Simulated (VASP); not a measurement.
# BaS (Pm-3m) in VASP: settings compared

BaS is run at these levels: PBE, r2SCAN; tasks: single point.

All numbers are computed with VASP 6.6.1; they aren't measurements. Logs are shortened: lines on timing, memory, paths and dates and some standing lists are left out, and cuts for length are marked.

## Step 1: The cell of the first run

The structure is cubic, space group Pm-3m (No. 221). Conventional cell: a = 3.930 Å, b = 3.930 Å, c = 3.930 Å, α = 90.00°, β = 90.00°, γ = 90.00°. Ba (site symmetry m-3m) has 8 S at 3.40 Å and 6 Ba at 3.93 Å within 4.5 Å. S (site symmetry m-3m) has 8 Ba at 3.40 Å and 6 S at 3.93 Å within 4.5 Å.

## Step 2: Single point, PBE (strain +2.5%)

Contents of INCAR:

```
SYSTEM = BaS
  PREC = Accurate
  ENCUT = 520
  EDIFF = 1E-6
  ISMEAR = -1
  SIGMA = 0.02
  LREAL = .False.
  LASPH = .True.
  NELM = 80
  ALGO = Normal
  ISIF = 2
  LWAVE = .False.
  LCHARG = .False.
  GGA = PE
  NBANDS = 15
```

Contents of KPOINTS:

```
regular mesh
0
Gamma
  6 6 6
  0 0 0
```

Contents of POSCAR:

```
BaS
1.0
    3.9299855979      0.0000000000      0.0000000000
    0.0000000000      3.9299855979      0.0000000000
    0.0000000000      0.0000000000      3.9299855979
Ba S
1 1
Direct
    0.0000000000      0.0000000000      0.0000000000
    0.5000000000      0.5000000000      0.5000000000
```

Potentials or basis: VASP PAW PBE potentials, release 64 (Ba_sv, S).

The run is started by

```
$ cat potpaw_PBE.64/Ba_sv/POTCAR potpaw_PBE.64/S/POTCAR > POTCAR
$ mpirun -np 1 vasp_std > vasp.out
```

OUTCAR:

```text
SYSTEM = BaS
   PREC = Accurate
   ENCUT = 520
   EDIFF = 1E-6
   ISMEAR = -1
   LREAL = .False.
   LASPH = .True.
   NELM = 80
   ISIF = 2
   GGA = PE

 ion  position               nearest neighbor table
   1  0.000  0.000  0.000-   2 3.40   2 3.40   2 3.40   2 3.40   2 3.40   2 3.40   2 3.40   2 3.40

   2  0.500  0.500  0.500-   1 3.40   1 3.40   1 3.40   1 3.40   1 3.40   1 3.40   1 3.40   1 3.40

  LATTYP: Found a simple cubic cell.
 ALAT       =     3.9299855979

  Lattice vectors:

 A1 = (   3.9299855979,   0.0000000000,   0.0000000000)
 A2 = (   0.0000000000,   3.9299855979,   0.0000000000)
 A3 = (   0.0000000000,   0.0000000000,   3.9299855979)

Analysis of symmetry for initial positions (statically):
=====================================================================
 Subroutine PRICEL returns:
 Original cell was already a primitive cell.

 Routine SETGRP: Setting up the symmetry group for a
 simple cubic supercell.

 Subroutine GETGRP returns: Found 48 space group operations
 (whereof 48 operations were pure point group operations)
 out of a pool of 48 trial point group operations.

The static configuration has the point symmetry O_h .

Analysis of symmetry for dynamics (positions and initial velocities):
=====================================================================
 Subroutine PRICEL returns:
 Original cell was already a primitive cell.

 Routine SETGRP: Setting up the symmetry group for a
 simple cubic supercell.

 Subroutine GETGRP returns: Found 48 space group operations
 (whereof 48 operations were pure point group operations)
 out of a pool of 48 trial point group operations.

The dynamic configuration has the point symmetry O_h .

 Subroutine INISYM returns: Found 48 space group operations
 (whereof 48 operations are pure point group operations),
 and found     1 'primitive' translations

----------------------------------------------------------------------------------------

                                     Primitive cell

  volume of cell :      60.6978

  direct lattice vectors                    reciprocal lattice vectors
     3.929985598  0.000000000  0.000000000     0.254453859  0.000000000  0.000000000
     0.000000000  3.929985598  0.000000000     0.000000000  0.254453859  0.000000000
     0.000000000  0.000000000  3.929985598     0.000000000  0.000000000  0.254453859

  length of vectors
     3.929985598  3.929985598  3.929985598     0.254453859  0.254453859  0.254453859

  position of ions in fractional coordinates (direct lattice)
     0.000000000  0.000000000  0.000000000
     0.500000000  0.500000000  0.500000000

  ion indices of the primitive-cell ions
   primitive index   ion index
                 1           1
                 2           2

----------------------------------------------------------------------------------------

 KPOINTS: regular mesh

Automatic generation of k-mesh.
 Grid dimensions read from file:
 generate k-points for:    6    6    6

 Generating k-lattice:

  Cartesian coordinates                     Fractional coordinates (reciprocal lattice)
     0.042408976  0.000000000  0.000000000     0.166666667  0.000000000  0.000000000
     0.000000000  0.042408976  0.000000000     0.000000000  0.166666667  0.000000000
     0.000000000  0.000000000  0.042408976     0.000000000  0.000000000  0.166666667

  Length of vectors
     0.042408976  0.042408976  0.042408976

  Shift w.r.t. Gamma in fractional coordinates (k-lattice)
     0.000000000  0.000000000  0.000000000

 Subroutine IBZKPT returns following result:
 ===========================================

 Found     20 irreducible k-points:

 Following reciprocal coordinates:
            Coordinates               Weight
  0.000000  0.000000  0.000000      1.000000
  0.166667  0.000000  0.000000      6.000000
  0.333333  0.000000  0.000000      6.000000
  0.500000  0.000000  0.000000      3.000000
  0.166667  0.166667  0.000000     12.000000
  0.333333  0.166667  0.000000     24.000000
[... 12 lines left out ...]
  0.500000  0.500000  0.333333      6.000000
  0.500000  0.500000  0.500000      1.000000
   k-points           NKPTS =     20   k-points in BZ     NKDIM =     20   number of bands    NBANDS=     15
   number of dos      NEDOS =    301   number of ions     NIONS =      2
   total plane-waves  NPLWV =  27000
   dimension x,y,z NGX =    30 NGY =   30 NGZ =   30
   dimension x,y,z NGXF=    60 NGYF=   60 NGZF=   60
   ions per type =               1   1
   NGX,Y,Z   is equivalent  to a cutoff of  12.69, 12.69, 12.69 a.u.
   NGXF,Y,Z  is equivalent  to a cutoff of  25.38, 25.38, 25.38 a.u.
 SYSTEM =  BaS
   PREC   = accura    normal or accurate (medium, high low for compatibility)
   ISTART =      0    job   : 0-new  1-cont  2-samecut
   ICHARG =      2    charge: 1-file 2-atom 10-const
   ISPIN  =      1    spin polarized calculation?
   LNONCOLLINEAR =      F non collinear calculations
   LSORBIT =      F    spin-orbit coupling
   LASPH  =      T    aspherical Exc in radial PAW
   ENCUT  =  520.0 eV  38.22 Ry    6.18 a.u.   7.31  7.31  7.31*2*pi/ulx,y,z
   NELM   =     80;   NELMIN=  2; NELMDL= -5     # of ELM steps
   EDIFF  = 0.1E-05   stopping-criterion for ELM
   LREAL  =      F    real-space projection
[... 7 lines left out ...]
   TEBEG  =    0.0;   TEEND  =   0.0 temperature during run
   PSTRESS=    0.0 pullay stress
   NELECT =      16.0000    total number of electrons
   NUPDOWN=      -1.0000    fix difference up-down
   EMIN   =  10.00;   EMAX   =-10.00  energy-range for DOS
   EFERMI =   0.00;   METHOD = LEGACY
   ISMEAR =    -1;   SIGMA  =   0.02  broadening in eV -4-tet -1-fermi 0-gaus
   EFERMI_NEDOS =   21; number of points for ismear=-14 and -15
   IALGO  =     38    algorithm
   IMIX   =      4    mixing-type and parameters
     AMIX     =   0.40;   BMIX     =  1.00
     AMIX_MAG =   1.60;   BMIX_MAG =  1.00
  volume/ion in A,a.u.               =      30.35       204.80
  Fermi-wavevector in a.u.,A,eV,Ry     =   1.049681  1.983609 14.991301  1.101830
  Thomas-Fermi vector in A             =   2.184653
   LORBIT       =      0    0 simple, 1 ext, 2 COOP (PROOUT), +10 PAW based schemes
   GGA     = PE    functional components
   LHFCALC =     F    Hartree Fock is set to
   AEXX    =    0.0000 exact exchange contribution
   IVDW    =     0    specifies the selected vdW correction
   LEPSILON=     F    determine dielectric tensor
   LRPA    =     F    only Hartree local field effects (RPA)
 non-spin polarized calculation
  energy-cutoff  :      520.00
  volume of cell :       60.70
 maximum number of plane-waves:      1659
 NGX is ok and might be reduce to    30
   NGX = 15   NGY = 15   NGZ = 15

 number of electron      16.0000003 magnetization

 Free energy of the ion-electron system (eV)
  ---------------------------------------------------
  ext. energy  EPLUGINS =         0.00000000
  ---------------------------------------------------
  free energy    TOTEN  =        -9.73442380 eV

  energy without entropy =       -9.73442380  energy(sigma->0) =       -9.73442380

 E-fermi :   3.0744     XC(G=0):  -9.0797

 val. band max:        2.5812237151   @ k =   0.5000   0.5000   0.0000
 cond. band min:       4.1220132057   @ k =   0.0000   0.0000   0.0000
 fundamental gap:      1.5407894906
 Fermi energy:         3.0744099680

 k-point     1 :       0.0000    0.0000    0.0000
  band No.  band energies     occupation
      1     -24.7334      2.00000
      2      -9.5839      2.00000
      3      -9.5839      2.00000
      4      -9.5839      2.00000
      5      -8.3248      2.00000
      6       2.4372      2.00000
      7       2.4372      2.00000
      8       2.4372      2.00000
      9       4.1220      0.00000
     10       4.1220      0.00000
     11       5.8828      0.00000
     12       8.8256      0.00000
     13       8.8256      0.00000
     14       8.8256      0.00000
     15      13.2023      0.00000

 k-point     2 :       0.1667    0.0000    0.0000
  band No.  band energies     occupation
      1     -24.7169      2.00000
      2      -9.9579      2.00000
      3      -9.5610      2.00000
      4      -9.5610      2.00000
      5      -8.0125      2.00000
      6       1.5017      2.00000
      7       2.3101      2.00000
      8       2.3101      2.00000
      9       4.3010      0.00000
     10       5.0403      0.00000
     11       6.7972      0.00000
     12       8.8187      0.00000
     13       8.8187      0.00000
     14       8.9627      0.00000
     15      11.6768      0.00000

 k-point     3 :       0.3333    0.0000    0.0000
  band No.  band energies     occupation
      1     -24.6836      2.00000
      2     -10.4869      2.00000
      3      -9.5144      2.00000
      4      -9.5144      2.00000
      5      -7.5762      2.00000
      6       0.3284      2.00000
      7       2.0547      2.00000
      8       2.0547      2.00000
      9       4.7437      0.00000
     10       6.9771      0.00000
     11       8.3015      0.00000
     12       8.9751      0.00000
     13       8.9751      0.00000
     14       9.2808      0.00000
     15       9.8857      0.00000
[... 271 lines left out ...]
 k-point    19 :       0.5000    0.5000    0.3333
  band No.  band energies     occupation
      1     -24.5600      2.00000
      2     -10.1344      2.00000
      3     -10.1344      2.00000
      4      -9.9370      2.00000
      5      -7.7123      2.00000
      6       0.3284      2.00000
      7       0.3284      2.00000
      8       0.5237      2.00000
      9       7.6965      0.00000
     10       8.2961      0.00000
     11       8.2961      0.00000
     12       8.6377      0.00000
     13      10.9827      0.00000
     14      11.1212      0.00000
     15      11.1212      0.00000

 k-point    20 :       0.5000    0.5000    0.5000
  band No.  band energies     occupation
      1     -24.5450      2.00000
      2     -10.0965      2.00000
      3     -10.0965      2.00000
      4     -10.0965      2.00000
      5      -7.6291      2.00000
      6       0.0717      2.00000
      7       0.0717      2.00000
      8       0.0717      2.00000
      9       9.3872      0.00000
     10       9.3872      0.00000
     11       9.3872      0.00000
     12       9.8969      0.00000
     13       9.8969      0.00000
     14       9.8969      0.00000
     15      11.0337      0.00000

------------------------ aborting loop because EDIFF is reached ----------------------------------------

  FORCE on cell =-STRESS in cart. coord.  units (eV):
  Direction    XX          YY          ZZ          XY          YZ          ZX
  --------------------------------------------------------------------------------------
  -------------------------------------------------------------------------------------
  Total       -0.7547012     -0.7547012     -0.7547012      0.0000000     -0.0000000      0.0000000
  in kB      -19.9210744    -19.9210744    -19.9210744      0.0000000     -0.0000000      0.0000000
  external PRESSURE =     -19.9210744 kB  Pullay stress =       0.0000000 kB

 VOLUME and BASIS-vectors are now :
 -----------------------------------------------------------------------------
  energy-cutoff  :      520.00
  volume of cell :       60.70
      direct lattice vectors                 reciprocal lattice vectors
     3.929985598  0.000000000  0.000000000     0.254453859  0.000000000  0.000000000
     0.000000000  3.929985598  0.000000000     0.000000000  0.254453859  0.000000000
     0.000000000  0.000000000  3.929985598     0.000000000  0.000000000  0.254453859

 POSITION                                       TOTAL-FORCE (eV/Angst)
 -----------------------------------------------------------------------------------
      0.00000      0.00000      0.00000         0.000000      0.000000      0.000000
      1.96499      1.96499      1.96499         0.000000      0.000000      0.000000
 -----------------------------------------------------------------------------------
    total drift:                                0.000000     -0.000000     -0.000000

  FREE ENERGIE OF THE ION-ELECTRON SYSTEM (eV)
  ---------------------------------------------------
  free  energy   TOTEN  =        -9.7344238012 eV

  energy  without entropy=       -9.7344238012  energy(sigma->0) =       -9.73442380
```

Wall time 13 s (1 thread of Intel Xeon 6975P-C (Granite Rapids), shared host); peak memory 0.17 GiB.

What came out:

| Property | Result |
| --- | --- |
| Free energy | -9.7344 eV |
| Pressure | -2.0 GPa |
| Band gap on the k mesh | 1.54 eV (least direct gap 1.68 eV) |

Levels at points of the mesh, in eV from the valence-band top:
| k point | band 5 | band 6 | band 7 | band 8 | band 9 | band 10 | band 11 | band 12 |
| --- | --- | --- | --- | --- | --- | --- | --- | --- |
| (0.00, 0.00, 0.00) | -10.91 | -0.14 | -0.14 | -0.14 | 1.54 | 1.54 | 3.30 | 6.24 |
| (0.50, 0.00, 0.00) | -9.97 | -2.72 | -0.65 | -0.65 | 2.46 | 5.66 | 6.54 | 6.59 |
| (0.50, 0.50, 0.00) | -10.52 | -1.34 | -1.34 | 0.00 | 2.16 | 3.20 | 4.24 | 4.24 |
| (0.50, 0.50, 0.50) | -10.21 | -2.51 | -2.51 | -2.51 | 6.81 | 6.81 | 6.81 | 7.32 |

Caveat: the cell differs from its parent crystal (strain +2.5%); the structure was generated, so it needn't be the stable form of BaS; spin-orbit coupling is left out, which moves the levels of the heavy elements. A k mesh can miss the band edges.

(Part 1 of 2 ends here.)
